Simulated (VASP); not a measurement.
# Ti12S in VASP: further runs, part 2 of 2

VASP 6.6.1. Earlier steps stand in the parts before.

### 3 Single point, PBE

Input file INCAR:

```
SYSTEM = Ti12S
PREC = Accurate
ENCUT = 520
EDIFF = 1E-6
ISMEAR = 0
SIGMA = 0.1
LREAL = .False.
LASPH = .True.
NELM = 80
ALGO = Normal
ISIF = 2
LWAVE = .False.
LCHARG = .True.
LDIPOL = .True.
IDIPOL = 3
DIPOL = 0.5 0.5 0.328
GGA = PE
LELF = .True.
LVHAR = .True.
LVACPOTAV = .True.
NBANDS = 87
```

Input file KPOINTS:

```
regular mesh
0
Gamma
  6 6 1
  0 0 0
```

Input file POSCAR:

```
Ti12S
1.0
    5.8150893850      0.0000000000      0.0000000000
   -2.9075446925      5.0360151327      0.0000000000
    0.0000000000      0.0000000000     19.9935258820
Ti S
12 1
Direct
    0.3333333333      0.1666666667      0.2000647621
    0.3333333333      0.6666666667      0.2000647621
    0.8333333333      0.1666666667      0.2000647621
    0.8333333333      0.6666666667      0.2000647621
    0.1666666667      0.3333333333      0.3124429305
    0.1666666667      0.8333333333      0.3124429305
    0.6666666667      0.3333333333      0.3124429305
    0.6666666667      0.8333333333      0.3124429305
    0.0000000000      0.0000000000      0.4248138088
    0.0000000000      0.5000000000      0.4248138088
    0.5000000000      0.0000000000      0.4248138088
    0.5000000000      0.5000000000      0.4248138088
    0.1666666667      0.3333333333      0.5117386624
```

Potentials or basis: VASP PAW PBE potentials, release 64 (Ti_sv, S).

Launch:

```
> cat potpaw_PBE.64/Ti_sv/POTCAR potpaw_PBE.64/S/POTCAR > POTCAR
> mpirun -np 1 vasp_std > vasp.out
```

OUTCAR:

```text
SYSTEM = Ti12S
   PREC = Accurate
   ENCUT = 520
   EDIFF = 1E-6
   ISMEAR = 0
   LREAL = .False.
   LASPH = .True.
   NELM = 80
   ISIF = 2
   GGA = PE

 ion  position               nearest neighbor table
   1  0.333  0.167  0.200-   5 2.80   7 2.80   6 2.80   3 2.91   3 2.91   2 2.91   2 2.91   4 2.91
                             4 2.91
   2  0.333  0.667  0.200-   6 2.80   8 2.80   5 2.80   4 2.91   4 2.91   3 2.91   1 2.91   1 2.91
                             3 2.91
   3  0.833  0.167  0.200-   7 2.80   5 2.80   8 2.80   1 2.91   1 2.91   2 2.91   4 2.91   4 2.91
                             2 2.91
   4  0.833  0.667  0.200-   8 2.80   6 2.80   7 2.80   2 2.91   2 2.91   1 2.91   3 2.91   3 2.91
                             1 2.91
   5  0.167  0.333  0.312-  12 2.80   9 2.80  10 2.80   1 2.80   3 2.80   2 2.80   7 2.91   7 2.91
                             6 2.91   6 2.91   8 2.91   8 2.91
   6  0.167  0.833  0.312-  11 2.80  10 2.80   9 2.80   2 2.80   4 2.80   1 2.80   8 2.91   8 2.91
                             7 2.91   5 2.91   5 2.91   7 2.91
   7  0.667  0.333  0.312-  10 2.80  11 2.80  12 2.80   3 2.80   1 2.80   4 2.80   5 2.91   5 2.91
                             6 2.91   8 2.91   8 2.91   6 2.91
   8  0.667  0.833  0.312-   9 2.80  12 2.80  11 2.80   4 2.80   2 2.80   3 2.80   6 2.91   6 2.91
                             5 2.91   7 2.91   7 2.91   5 2.91
   9  0.000  0.000  0.425-  13 2.42   8 2.80   5 2.80   6 2.80  11 2.91  11 2.91  10 2.91  10 2.91
                            12 2.91  12 2.91
  10  0.000  0.500  0.425-  13 2.42   7 2.80   6 2.80   5 2.80  12 2.91  12 2.91  11 2.91   9 2.91
                             9 2.91  11 2.91
  11  0.500  0.000  0.425-   6 2.80   7 2.80   8 2.80   9 2.91   9 2.91  12 2.91  12 2.91  10 2.91
                            10 2.91
  12  0.500  0.500  0.425-  13 2.42   5 2.80   8 2.80   7 2.80  10 2.91  10 2.91   9 2.91  11 2.91
                            11 2.91   9 2.91
  13  0.167  0.333  0.512-  12 2.42   9 2.42  10 2.42

  LATTYP: Found a hexagonal cell.
 ALAT       =     5.8150893850
 C/A-ratio  =     3.4382147132

  Lattice vectors:

 A1 = (   5.8150893850,   0.0000000000,   0.0000000000)
 A2 = (  -2.9075446925,   5.0360151327,   0.0000000000)
 A3 = (   0.0000000000,   0.0000000000,  19.9935258820)

Analysis of symmetry for initial positions (statically):
=====================================================================
 Subroutine PRICEL returns:
 Original cell was already a primitive cell.

 Routine SETGRP: Setting up the symmetry group for a
 hexagonal supercell.

 Subroutine GETGRP returns: Found  6 space group operations
 (whereof  2 operations were pure point group operations)
 out of a pool of 24 trial point group operations.

The static configuration has the point symmetry C_1h.
 The point group associated with its full space group is C_3v.

Analysis of symmetry for dynamics (positions and initial velocities):
=====================================================================
 Subroutine PRICEL returns:
 Original cell was already a primitive cell.

 Routine SETGRP: Setting up the symmetry group for a
 hexagonal supercell.

 Subroutine GETGRP returns: Found  6 space group operations
 (whereof  2 operations were pure point group operations)
 out of a pool of 24 trial point group operations.

The dynamic configuration has the point symmetry C_1h.
 The point group associated with its full space group is C_3v.

 Subroutine INISYM returns: Found  6 space group operations
 (whereof  2 operations are pure point group operations),
[... 95 lines left out ...]
   LNONCOLLINEAR =      F non collinear calculations
   LSORBIT =      F    spin-orbit coupling
   LASPH  =      T    aspherical Exc in radial PAW
   ENCUT  =  520.0 eV  38.22 Ry    6.18 a.u.  10.81 10.81 37.17*2*pi/ulx,y,z
   NELM   =     80;   NELMIN=  2; NELMDL= -5     # of ELM steps
   EDIFF  = 0.1E-05   stopping-criterion for ELM
   LREAL  =      F    real-space projection
   EDIFFG = 0.1E-04   stopping-criterion for IOM
   NSW    =      0    number of steps for IOM
   IBRION =     -1    ionic relax: 0-MD 1-quasi-New 2-CG
   NFREE  =      0    steps in history (QN), initial steepest desc. (CG)
   ISIF   =      2    stress and relaxation
   ISYM   =      2    0-nonsym 1-usesym 2-fastsym
   POTIM  = 0.5000    time-step for ionic-motion
   TEBEG  =    0.0;   TEEND  =   0.0 temperature during run
   PSTRESS=    0.0 pullay stress
   NELECT =     150.0000    total number of electrons
   NUPDOWN=      -1.0000    fix difference up-down
   EMIN   =  10.00;   EMAX   =-10.00  energy-range for DOS
   EFERMI =   0.00;   METHOD = LEGACY
   ISMEAR =     0;   SIGMA  =   0.10  broadening in eV -4-tet -1-fermi 0-gaus
   EFERMI_NEDOS =   21; number of points for ismear=-14 and -15
   IALGO  =     38    algorithm
   IMIX   =      4    mixing-type and parameters
     AMIX     =   0.40;   BMIX     =  1.00
     AMIX_MAG =   1.60;   BMIX_MAG =  1.00
  volume/ion in A,a.u.               =      45.04       303.94
  Fermi-wavevector in a.u.,A,eV,Ry     =   1.039747  1.964837 14.708900  1.081074
  Thomas-Fermi vector in A             =   2.174291
   LORBIT       =      0    0 simple, 1 ext, 2 COOP (PROOUT), +10 PAW based schemes
   GGA     = PE    functional components
   LHFCALC =     F    Hartree Fock is set to
   AEXX    =    0.0000 exact exchange contribution
   IVDW    =     0    specifies the selected vdW correction
   LEPSILON=     F    determine dielectric tensor
   LRPA    =     F    only Hartree local field effects (RPA)
 non-spin polarized calculation
 Gauss-broadening in eV      SIGMA  =   0.10
  energy-cutoff  :      520.00
  volume of cell :      585.51
 maximum number of plane-waves:     15843
 NGX is ok and might be reduce to    48
   NGX = 21   NGY = 21   NGZ = 75

 dipolmoment           0.000000      0.000000     -0.017383 electrons x Angstroem

 number of electron     149.9999973 magnetization

 dipolmoment           0.000000      0.000000      0.013688 electrons x Angstroem

 Free energy of the ion-electron system (eV)
  ---------------------------------------------------
  ext. energy  EPLUGINS =         0.00000000
  ---------------------------------------------------
  free energy    TOTEN  =       -94.03908203 eV

  energy without entropy =      -93.89107843  energy(sigma->0) =      -93.96508023

 E-fermi :   0.4639     XC(G=0):  -5.2740

 val. band max:        0.4568345360   @ k =   0.5000   0.0000   0.0000
 cond. band min:       0.4895312189   @ k =   0.3333   0.1667   0.0000
 fundamental gap:      0.0326966829
 Fermi energy:         0.4639442306

 k-point     1 :       0.0000    0.0000    0.0000
  band No.  band energies     occupation
      1     -56.4522      2.00000
      2     -56.3720      2.00000
      3     -56.3351      2.00000
      4     -56.2868      2.00000
      5     -56.2868      2.00000
      6     -56.2828      2.00000
[... 619 lines left out ...]
     86       1.3768      0.00000
     87       1.5034      0.00000

------------------------ aborting loop because EDIFF is reached ----------------------------------------

  FORCE on cell =-STRESS in cart. coord.  units (eV):
  Direction    XX          YY          ZZ          XY          YZ          ZX
  --------------------------------------------------------------------------------------
  -------------------------------------------------------------------------------------
  Total       -0.3335279     -0.3335279      1.2185199      0.0000000      0.0000000      0.0000000
  in kB       -0.9126618     -0.9126618      3.3343440      0.0000000      0.0000000      0.0000000
  external PRESSURE =       0.5030068 kB  Pullay stress =       0.0000000 kB

 VOLUME and BASIS-vectors are now :
 -----------------------------------------------------------------------------
  energy-cutoff  :      520.00
  volume of cell :      585.51
      direct lattice vectors                 reciprocal lattice vectors
     5.815089385  0.000000000  0.000000000     0.171966402  0.099284849  0.000000000
    -2.907544693  5.036015133  0.000000000     0.000000000  0.198569697  0.000000000
     0.000000000  0.000000000 19.993525882     0.000000000  0.000000000  0.050016191

 POSITION                                       TOTAL-FORCE (eV/Angst)
 -----------------------------------------------------------------------------------
      1.45377      0.83934      4.00000         0.019251     -0.011115      0.031866
     -0.00000      3.35734      4.00000         0.000000      0.022230      0.031866
      4.36132      0.83934      4.00000        -0.019251     -0.011115      0.031866
      2.90754      3.35734      4.00000         0.000000     -0.000000      0.103035
      0.00000      1.67867      6.24684         0.000000     -0.000000     -0.208422
     -1.45377      4.19668      6.24684         0.062146      0.035880     -0.251584
      2.90754      1.67867      6.24684         0.000000     -0.071760     -0.251584
      1.45377      4.19668      6.24684        -0.062146      0.035880     -0.251584
      0.00000      0.00000      8.49353         0.000000      0.116954      0.320804
     -1.45377      2.51801      8.49353         0.101285     -0.058477      0.320804
      2.90754      0.00000      8.49353         0.000000     -0.000000     -0.214343
      1.45377      2.51801      8.49353        -0.101285     -0.058477      0.320804
      0.00000      1.67867     10.23146         0.000000     -0.000000      0.016469
 -----------------------------------------------------------------------------------
    total drift:                                0.000004     -0.000002      0.000961

  FREE ENERGIE OF THE ION-ELECTRON SYSTEM (eV)
  ---------------------------------------------------
  free  energy   TOTEN  =       -94.0390820269 eV

  energy  without entropy=      -93.8910784337  energy(sigma->0) =      -93.96508023

 vacuum level on the upper side and lower side of the slab         5.115         5.031
```

It took 17 min on 1 thread of Intel Xeon 6975P-C (Granite Rapids), shared host; peak memory 0.81 GiB.

What came out:

| Quantity | Value |
| --- | --- |
| Free energy | -94.0391 eV |
| Largest force | 0.341 eV/Å |
| Band gap on the k mesh | zero (bands 75 and 76 overlap by 0.63 eV) |

Forces on the atoms (eV/Å):
```
Ti   0.019 -0.011  0.032
Ti   0.000  0.022  0.032
Ti  -0.019 -0.011  0.032
Ti   0.000  0.000  0.103
Ti   0.000  0.000 -0.208
Ti   0.062  0.036 -0.252
Ti   0.000 -0.072 -0.252
Ti  -0.062  0.036 -0.252
Ti   0.000  0.117  0.321
Ti   0.101 -0.058  0.321
Ti   0.000  0.000 -0.214
Ti  -0.101 -0.058  0.321
S    0.000  0.000  0.016
```

The gap in the log of VASP goes by the Fermi energy; the results here count the filled bands.